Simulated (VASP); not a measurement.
# WS2 in VASP: notebook

The runs below take WS2 through single point, with RPBE, revPBE.

Program: VASP 6.6.1. These are calculated values, not measurements. Logs are shortened: lines on timing, memory, paths and dates and some standing lists are left out, and cuts for length are marked.

## Step 1: The cell of the first run

The cell holds a slab with vacuum, 9 atoms: a = 3.210 Å, b = 3.210 Å, c = 29.247 Å, α = 90.00°, β = 90.00°, γ = 120.00°.

## Step 2: Single point, RPBE

The input, INCAR:

```
SYSTEM = WS2
PREC = Accurate
ENCUT = 500
EDIFF = 1E-6
ISMEAR = -1
SIGMA = 0.05
LREAL = .FALSE.
LASPH = .TRUE.
NELM = 120
ALGO = Normal
ISIF = 2
LWAVE = .FALSE.
LCHARG = .FALSE.
GGA = RP
NBANDS = 49
GGA_COMPAT = .FALSE.
```

The input, KPOINTS:

```
Automatic mesh
0
G
  7 7 1
  0 0 0
```

The input, POSCAR:

```
WS2
1.0
    3.2103802166      0.0000000000      0.0000000000
   -1.6051901083      2.7802708234      0.0000000000
    0.0000000000      0.0000000000     29.2472817512
W S
3 6
Direct
    0.6666666667      0.3333333333      0.3790942297
    0.6666666667      0.3333333333      0.9399937657
    0.0000000000      0.0000000000      0.6600900911
    0.6666666667      0.3333333333      0.6063288062
    0.0000000000      0.0000000000      0.3253179649
    0.0000000000      0.0000000000      0.8862191777
    0.6666666667      0.3333333333      0.7138513720
    0.0000000000      0.0000000000      0.4328687541
    0.0000000000      0.0000000000      0.9937698287
```

Potentials or basis: VASP PAW PBE potentials, release 64 (W_sv, S).

The run is started by

```sh
cat potpaw_PBE.64/W_sv/POTCAR potpaw_PBE.64/S/POTCAR > POTCAR
mpirun -np 1 vasp_std > vasp.out
```

OUTCAR:

```text
SYSTEM = WS2
   PREC = Accurate
   ENCUT = 500
   EDIFF = 1E-6
   ISMEAR = -1
   LREAL = .FALSE.
   LASPH = .TRUE.
   NELM = 120
   ISIF = 2
   GGA = RP

 ion  position               nearest neighbor table
   1  0.667  0.333  0.379-   8 2.43   8 2.43   8 2.43   5 2.43   5 2.43   5 2.43
   2  0.667  0.333  0.940-   6 2.43   6 2.43   6 2.43   9 2.43   9 2.43   9 2.43
   3  0.000  0.000  0.660-   7 2.43   7 2.43   7 2.43   4 2.43   4 2.43   4 2.43
   4  0.667  0.333  0.606-   3 2.43   3 2.43   3 2.43
   5  0.000  0.000  0.325-   1 2.43   1 2.43   1 2.43
   6  0.000  0.000  0.886-   2 2.43   2 2.43   2 2.43
   7  0.667  0.333  0.714-   3 2.43   3 2.43   3 2.43
   8  0.000  0.000  0.433-   1 2.43   1 2.43   1 2.43
   9  0.000  0.000  0.994-   2 2.43   2 2.43   2 2.43

  LATTYP: Found a hexagonal cell.
 ALAT       =     3.2103802166
 C/A-ratio  =     9.1102236427

  Lattice vectors:

 A1 = (   3.2103802166,   0.0000000000,   0.0000000000)
 A2 = (  -1.6051901083,   2.7802708234,   0.0000000000)
 A3 = (   0.0000000000,   0.0000000000,  29.2472817512)

Analysis of symmetry for initial positions (statically):
=====================================================================
 Subroutine PRICEL returns:
 Original cell was already a primitive cell.

 Routine SETGRP: Setting up the symmetry group for a
 hexagonal supercell.

 Subroutine GETGRP returns: Found  6 space group operations
 (whereof  6 operations were pure point group operations)
 out of a pool of 24 trial point group operations.

The static configuration has the point symmetry C_3v.

Analysis of symmetry for dynamics (positions and initial velocities):
=====================================================================
 Subroutine PRICEL returns:
 Original cell was already a primitive cell.

 Routine SETGRP: Setting up the symmetry group for a
 hexagonal supercell.

 Subroutine GETGRP returns: Found  6 space group operations
 (whereof  6 operations were pure point group operations)
 out of a pool of 24 trial point group operations.

The dynamic configuration has the point symmetry C_3v.

 Subroutine INISYM returns: Found  6 space group operations
 (whereof  6 operations are pure point group operations),
 and found     1 'primitive' translations

----------------------------------------------------------------------------------------

                                     Primitive cell

  volume of cell :     261.0532

  direct lattice vectors                    reciprocal lattice vectors
     3.210380217  0.000000000  0.000000000     0.311489585  0.179838596  0.000000000
    -1.605190108  2.780270823  0.000000000     0.000000000  0.359677191  0.000000000
     0.000000000  0.000000000 29.247281751     0.000000000  0.000000000  0.034191212

  length of vectors
     3.210380217  3.210380217 29.247281751     0.359677191  0.359677191  0.034191212

  position of ions in fractional coordinates (direct lattice)
     0.666666667  0.333333333  0.379094230
     0.666666667  0.333333333  0.939993766
     0.000000000  0.000000000  0.660090091
     0.666666667  0.333333333  0.606328806
     0.000000000  0.000000000  0.325317965
     0.000000000  0.000000000  0.886219178
     0.666666667  0.333333333  0.713851372
     0.000000000  0.000000000  0.432868754
     0.000000000  0.000000000  0.993769829

  ion indices of the primitive-cell ions
   primitive index   ion index
                 1           1
                 2           2
                 3           3
                 4           4
                 5           5
                 6           6
                 7           7
                 8           8
                 9           9

----------------------------------------------------------------------------------------

 KPOINTS: Automatic mesh

Automatic generation of k-mesh.
 Grid dimensions read from file:
 generate k-points for:    7    7    1

 Generating k-lattice:

  Cartesian coordinates                     Fractional coordinates (reciprocal lattice)
     0.044498512  0.025691228  0.000000000     0.142857143  0.000000000  0.000000000
     0.000000000  0.051382456  0.000000000     0.000000000  0.142857143  0.000000000
     0.000000000  0.000000000  0.034191212     0.000000000  0.000000000  1.000000000

  Length of vectors
     0.051382456  0.051382456  0.034191212

  Shift w.r.t. Gamma in fractional coordinates (k-lattice)
     0.000000000  0.000000000  0.000000000

 Subroutine IBZKPT returns following result:
 ===========================================

 Found      8 irreducible k-points:

 Following reciprocal coordinates:
            Coordinates               Weight
  0.000000  0.000000  0.000000      1.000000
  0.142857 -0.000000  0.000000      6.000000
  0.285714  0.000000  0.000000      6.000000
  0.428571  0.000000  0.000000      6.000000
  0.142857  0.142857  0.000000      6.000000
  0.285714  0.142857  0.000000     12.000000
  0.428571  0.142857  0.000000      6.000000
  0.285714  0.285714  0.000000      6.000000
   k-points           NKPTS =      8   k-points in BZ     NKDIM =      8   number of bands    NBANDS=     49
   number of dos      NEDOS =    301   number of ions     NIONS =      9
   total plane-waves  NPLWV = 124416
   dimension x,y,z NGX =    24 NGY =   24 NGZ =  216
   dimension x,y,z NGXF=    48 NGYF=   48 NGZF=  432
   ions per type =               3   6
   NGX,Y,Z   is equivalent  to a cutoff of  12.43, 12.43, 12.28 a.u.
   NGXF,Y,Z  is equivalent  to a cutoff of  24.86, 24.86, 24.56 a.u.
 SYSTEM =  WS2
   PREC   = accura    normal or accurate (medium, high low for compatibility)
   ISTART =      0    job   : 0-new  1-cont  2-samecut
   ICHARG =      2    charge: 1-file 2-atom 10-const
   ISPIN  =      1    spin polarized calculation?
   LNONCOLLINEAR =      F non collinear calculations
   LSORBIT =      F    spin-orbit coupling
   LASPH  =      T    aspherical Exc in radial PAW
   ENCUT  =  500.0 eV  36.75 Ry    6.06 a.u.   5.85  5.85 53.32*2*pi/ulx,y,z
   NELM   =    120;   NELMIN=  2; NELMDL= -5     # of ELM steps
   EDIFF  = 0.1E-05   stopping-criterion for ELM
   LREAL  =      F    real-space projection
   EDIFFG = 0.1E-04   stopping-criterion for IOM
   NSW    =      0    number of steps for IOM
   IBRION =     -1    ionic relax: 0-MD 1-quasi-New 2-CG
   NFREE  =      0    steps in history (QN), initial steepest desc. (CG)
   ISIF   =      2    stress and relaxation
   ISYM   =      2    0-nonsym 1-usesym 2-fastsym
   POTIM  = 0.5000    time-step for ionic-motion
   TEBEG  =    0.0;   TEEND  =   0.0 temperature during run
   PSTRESS=    0.0 pullay stress
   NELECT =      78.0000    total number of electrons
   NUPDOWN=      -1.0000    fix difference up-down
   EMIN   =  10.00;   EMAX   =-10.00  energy-range for DOS
   EFERMI =   0.00;   METHOD = LEGACY
   ISMEAR =    -1;   SIGMA  =   0.05  broadening in eV -4-tet -1-fermi 0-gaus
   EFERMI_NEDOS =   21; number of points for ismear=-14 and -15
   IALGO  =     38    algorithm
   IMIX   =      4    mixing-type and parameters
     AMIX     =   0.40;   BMIX     =  1.00
     AMIX_MAG =   1.60;   BMIX_MAG =  1.00
  volume/ion in A,a.u.               =      29.01       195.74
  Fermi-wavevector in a.u.,A,eV,Ry     =   1.094452  2.068214 16.297397  1.197825
  Thomas-Fermi vector in A             =   2.230757
   LORBIT       =      0    0 simple, 1 ext, 2 COOP (PROOUT), +10 PAW based schemes
   GGA     = RP    functional components
   LHFCALC =     F    Hartree Fock is set to
   AEXX    =    0.0000 exact exchange contribution
   IVDW    =     0    specifies the selected vdW correction
   LEPSILON=     F    determine dielectric tensor
   LRPA    =     F    only Hartree local field effects (RPA)
 non-spin polarized calculation
  energy-cutoff  :      500.00
  volume of cell :      261.05
 maximum number of plane-waves:      6656
 NGX is ok and might be reduce to    24
   NGX = 11   NGY = 11   NGZ =107

 number of electron      78.0000013 magnetization

 Free energy of the ion-electron system (eV)
  ---------------------------------------------------
  ext. energy  EPLUGINS =         0.00000000
  ---------------------------------------------------
  free energy    TOTEN  =       -67.51635163 eV

  energy without entropy =      -67.51635163  energy(sigma->0) =      -67.51635163

 E-fermi :   3.0630     XC(G=0):  -7.4494

 val. band max:        2.1457203088   @ k =   0.0000   0.0000   0.0000
 cond. band min:       4.0982403906   @ k =   0.1429   0.1429   0.0000
 fundamental gap:      1.9525200818
 Fermi energy:         3.0629500978

 k-point     1 :       0.0000    0.0000    0.0000
  band No.  band energies     occupation
      1     -72.0449      2.00000
      2     -72.0449      2.00000
      3     -72.0441      2.00000
      4     -36.2442      2.00000
      5     -36.2442      2.00000
      6     -36.2436      2.00000
[... 41 lines left out ...]
     48       5.0237      0.00000
     49       5.0241      0.00000

 k-point     2 :       0.1429   -0.0000    0.0000
  band No.  band energies     occupation
      1     -72.0422      2.00000
      2     -72.0421      2.00000
      3     -72.0414      2.00000
      4     -36.2340      2.00000
      5     -36.2340      2.00000
      6     -36.2334      2.00000
[... 41 lines left out ...]
     48       4.8098      0.00000
     49       5.4135      0.00000

 k-point     3 :       0.2857    0.0000    0.0000
  band No.  band energies     occupation
      1     -72.0360      2.00000
      2     -72.0360      2.00000
      3     -72.0352      2.00000
      4     -36.3102      2.00000
      5     -36.3102      2.00000
      6     -36.3098      2.00000
[... 41 lines left out ...]
     48       5.4536      0.00000
     49       6.2356      0.00000

 k-point     4 :       0.4286    0.0000    0.0000
  band No.  band energies     occupation
      1     -72.0311      2.00000
      2     -72.0311      2.00000
      3     -72.0303      2.00000
      4     -36.4096      2.00000
      5     -36.4096      2.00000
      6     -36.4092      2.00000
[... 41 lines left out ...]
     48       6.0729      0.00000
     49       6.6405      0.00000

 k-point     5 :       0.1429    0.1429    0.0000
  band No.  band energies     occupation
      1     -72.0377      2.00000
      2     -72.0377      2.00000
      3     -72.0369      2.00000
      4     -36.2675      2.00000
      5     -36.2674      2.00000
      6     -36.2670      2.00000
[... 41 lines left out ...]
     48       4.9216      0.00000
     49       6.2287      0.00000

 k-point     6 :       0.2857    0.1429    0.0000
  band No.  band energies     occupation
      1     -72.0322      2.00000
      2     -72.0322      2.00000
      3     -72.0314      2.00000
      4     -36.3641      2.00000
      5     -36.3641      2.00000
      6     -36.3637      2.00000
[... 41 lines left out ...]
     48       5.5584      0.00000
     49       6.7327      0.00000

 k-point     7 :       0.4286    0.1429    0.0000
  band No.  band energies     occupation
      1     -72.0297      2.00000
      2     -72.0297      2.00000
      3     -72.0289      2.00000
      4     -36.4060      2.00000
      5     -36.4060      2.00000
      6     -36.4056      2.00000
[... 41 lines left out ...]
     48       6.0316      0.00000
     49       6.5936      0.00000

 k-point     8 :       0.2857    0.2857    0.0000
  band No.  band energies     occupation
      1     -72.0291      2.00000
      2     -72.0291      2.00000
      3     -72.0283      2.00000
      4     -36.3680      2.00000
      5     -36.3680      2.00000
      6     -36.3676      2.00000
[... 41 lines left out ...]
     48       5.7168      0.00000
     49       7.2553      0.00000

------------------------ aborting loop because EDIFF is reached ----------------------------------------

  FORCE on cell =-STRESS in cart. coord.  units (eV):
  Direction    XX          YY          ZZ          XY          YZ          ZX
  --------------------------------------------------------------------------------------
  -------------------------------------------------------------------------------------
  Total       -0.1339914     -0.1339914     -0.1788127     -0.0000000      0.0000000      0.0000000
  in kB       -0.8223531     -0.8223531     -1.0974375     -0.0000000      0.0000000      0.0000000
  external PRESSURE =      -0.9140479 kB  Pullay stress =       0.0000000 kB

 VOLUME and BASIS-vectors are now :
 -----------------------------------------------------------------------------
  energy-cutoff  :      500.00
  volume of cell :      261.05
      direct lattice vectors                 reciprocal lattice vectors
     3.210380217  0.000000000  0.000000000     0.311489585  0.179838596  0.000000000
    -1.605190108  2.780270823  0.000000000     0.000000000  0.359677191  0.000000000
     0.000000000  0.000000000 29.247281751     0.000000000  0.000000000  0.034191212

 POSITION                                       TOTAL-FORCE (eV/Angst)
 -----------------------------------------------------------------------------------
      1.60519      0.92676     11.08748        -0.000000      0.000000     -0.001437
      1.60519      0.92676     27.49226        -0.000000     -0.000000      0.001348
      0.00000      0.00000     19.30584         0.000000      0.000000     -0.000061
      1.60519      0.92676     17.73347         0.000000     -0.000000      0.003562
      0.00000      0.00000      9.51467         0.000000     -0.000000      0.012470
      0.00000      0.00000     25.91950        -0.000000      0.000000      0.011191
      1.60519      0.92676     20.87821         0.000000      0.000000     -0.003767
      0.00000      0.00000     12.66023         0.000000      0.000000     -0.011061
      0.00000      0.00000     29.06507         0.000000     -0.000000     -0.012246
 -----------------------------------------------------------------------------------
    total drift:                               -0.000001      0.000000     -0.000037

  FREE ENERGIE OF THE ION-ELECTRON SYSTEM (eV)
  ---------------------------------------------------
  free  energy   TOTEN  =       -67.5163516305 eV

  energy  without entropy=      -67.5163516292  energy(sigma->0) =      -67.51635163
```

Wall time 3.9 min (1 thread of AMD EPYC 7R13, shared host); peak memory 0.34 GiB.

What came out:

| Quantity | Value |
| --- | --- |
| Free energy | -67.5164 eV |
| Largest force | 0.012 eV/Å |
| Band gap on the k mesh | 1.95 eV (least direct gap 2.36 eV) |

Forces on the atoms (eV/Å):
```
W    0.000  0.000 -0.001
W    0.000  0.000  0.001
W    0.000  0.000  0.000
S    0.000  0.000  0.004
S    0.000  0.000  0.012
S    0.000  0.000  0.011
S    0.000  0.000 -0.004
S    0.000  0.000 -0.011
S    0.000  0.000 -0.012
```

Levels at points of the mesh, in eV from the valence-band top:
```
           k point  band 36  band 37  band 38  band 39  band 40  band 41  band 42  band 43
(0.00, 0.00, 0.00)    -1.71    -0.14    -0.07     0.00     2.73     2.73     2.73     2.73
```

Caveat: there is no dipole correction, which matters where the two faces differ; the PAW data sets were made with another functional, which shifts forces and pressure a little; spin-orbit coupling is left out, which moves the levels of the heavy elements.

## Step 3: Single point, revPBE

This run uses another cell than the first one.

The input, INCAR:

```
PREC = Accurate
ENCUT = 520
EDIFF = 1E-7
ISMEAR = -1
SIGMA = 0.05
LREAL = F
LASPH = T
NELM = 80
ALGO = Normal
ISIF = 2
LWAVE = F
LCHARG = F
GGA = RE
NBANDS = 49
```

The input, KPOINTS:

```
Automatic mesh
0
Gamma
  7 7 1
```

The input, POSCAR:

```
WS2
1.0
    3.2046500956      0.0000000000      0.0000000000
   -1.6023250478      2.7753083930      0.0000000000
    0.0000000000      0.0000000000     27.5523876839
W S
3 6
Direct
    0.6666666667      0.3333333333      0.3263786087
    0.6666666667      0.3333333333      0.9923604391
    0.0000000000      0.0000000000      0.6604389667
    0.6666666667      0.3333333333      0.6033853194
    0.0000000000      0.0000000000      0.2693246162
    0.0000000000      0.0000000000      0.9353066320
    0.6666666667      0.3333333333      0.7174926638
    0.0000000000      0.0000000000      0.3834324108
    0.0000000000      0.0000000000      1.0494143332
```

Potentials or basis: VASP PAW PBE potentials, release 64 (W_sv, S).

The run is started by

```sh
cat potpaw_PBE.64/W_sv/POTCAR potpaw_PBE.64/S/POTCAR > POTCAR
mpirun -np 1 vasp_std > vasp.out
```

Wall time 98 s (1 thread of Intel Xeon 6975P-C (Granite Rapids), shared host); peak memory 0.36 GiB.

It converged, with:

* Free energy: -68.0283 eV
* Pressure: -0.1 GPa
* Largest force: 0.006 eV/Å
* Band gap on the k mesh: 2.04 eV (least direct gap 2.38 eV)

Forces on the atoms (eV/Å):
```
W    0.000  0.000  0.000
W    0.000  0.000  0.000
W    0.000  0.000  0.000
S    0.000  0.000  0.005
S    0.000  0.000  0.005
S    0.000  0.000  0.006
S    0.000  0.000 -0.005
S    0.000  0.000 -0.005
S    0.000  0.000 -0.005
```

Levels at points of the mesh, in eV from the valence-band top:
| k point | band 35 | band 36 | band 37 | band 38 | band 39 | band 40 | band 41 | band 42 | band 43 | band 44 |
| --- | --- | --- | --- | --- | --- | --- | --- | --- | --- | --- |
| (0.00, 0.00, 0.00) | -1.65 | -1.65 | -0.05 | 0.00 | 0.00 | 2.81 | 2.81 | 2.81 | 2.81 | 2.81 |

Caveat: the PAW data sets were made with another functional, which shifts forces and pressure a little; spin-orbit coupling is left out, which moves the levels of the heavy elements. A k mesh can miss the band edges.
